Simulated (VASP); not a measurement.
Input of a VASP 6.6.1 run:

INCAR

```
SYSTEM = SiGe2N4
PREC = Accurate
ENCUT = 520
EDIFF = 1E-6
ISMEAR = -1
SIGMA = 0.02
LREAL = .False.
LASPH = .True.
NELM = 80
ALGO = Normal
ISIF = 2
LWAVE = .False.
LCHARG = .True.
GGA = PE
LELF = .True.
LVHAR = .True.
NBANDS = 65
```

Contents of KPOINTS:

```
Automatic mesh
0
Gamma
  4 8 4
  0 0 0
```

The input POSCAR:

```
SiGe2N4
1.0
    7.8933402361      0.0000000000      0.0012397779
    0.0000000000      3.0197443835      0.0000000000
   -3.9455959155      0.0000000000      6.8418009599
Ge Si N
4 2 8
Direct
    0.6000601113      0.5000000000      0.8298296920
    0.2265423422      0.5000000000      0.4018463793
    0.1675180074      0.5000000000      0.7649326302
    0.4125327042      0.0000000000      0.1746148669
    0.8259407290      0.0000000000      0.2367123064
    0.7655634564      0.0000000000      0.5903264163
    0.3334958122      0.5000000000      0.6668900683
    0.6772019315      0.0000000000      0.3404503243
    0.6985672380      0.5000000000      0.6583879037
    0.6823555016      0.0000000000      0.9825700738
    0.0180365270      0.0000000000      0.7001236294
    0.9586604042      0.5000000000      0.3015817194
    0.2952570260      0.0000000000      0.3236952139
    0.3382682089      0.5000000000      0.0280387763
```

Potentials or basis: VASP PAW PBE potentials, release 64 (Ge_d, Si, N).

Run with:

```bash
$ cat potpaw_PBE.64/Ge_d/POTCAR potpaw_PBE.64/Si/POTCAR potpaw_PBE.64/N/POTCAR > POTCAR
$ mpirun -np 1 vasp_std > vasp.out
```

(1) What does it give for the largest force?

(2) What does it give for the pressure?

(3) Estimate the band gap on the k mesh.

Results:

(1) 0.130 eV/Å.

(2) 5.6 GPa.

(3) 2.94 eV.

Caveat: the cell stands under pressure.
